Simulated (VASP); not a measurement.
AlRu: single point with PBE

AlRu:

```
Al Ru
1.0
     3.50190    0.00000    0.00000
     0.00000    3.50190    0.00000
     0.00000    0.00000    2.66912
Al Ru
1 1
Direct
  0.00000 0.00000 0.00000
  0.50000 0.50000 0.00000
```

- Program: VASP 6.6.1
- Task: single point
- Functional: PBE
- Potentials or basis: VASP PAW PBE potentials, release 64 (Al, Ru_pv)
- Cutoff: 520 eV
- k mesh: 6 × 6 × 6
- Occupations: gaussian, width 0.1 eV
- Spin: no spin polarisation

```yaml
Pressure: -0.2 GPa
```

Stress tensor (GPa, compression positive):
```
-0.11  0.00  0.00
 0.00 -0.11  0.00
 0.00  0.00 -0.25
```

Levels at points of the mesh, in eV from the Fermi level:
| k point | band 6 | band 7 | band 8 | band 9 | band 10 | band 11 |
| --- | --- | --- | --- | --- | --- | --- |
| (0.00, 0.00, 0.00) | -3.51 | -1.85 | 0.55 | 0.55 | 2.44 | 2.44 |
| (0.50, 0.00, 0.00) | -3.37 | -3.15 | -0.15 | 0.13 | 0.61 | 5.96 |
| (0.50, 0.50, 0.00) | -2.37 | -2.37 | -0.31 | 0.22 | 0.22 | 1.08 |
| (0.00, 0.00, 0.50) | -2.45 | -2.30 | -2.30 | -1.34 | 4.06 | 6.38 |
| (0.50, 0.00, 0.50) | -2.19 | -2.03 | -1.35 | 0.22 | 1.30 | 2.08 |
| (0.50, 0.50, 0.50) | -3.56 | -0.42 | 0.01 | 0.63 | 1.73 | 1.73 |

Run time: 14 s on 1 thread of Intel(R) Xeon(R) Platinum 8559C (Emerald Rapids), with other jobs on the host, peak memory 0.15 GiB.

Caveat: the k points lie up to 0.39 Å⁻¹ apart.
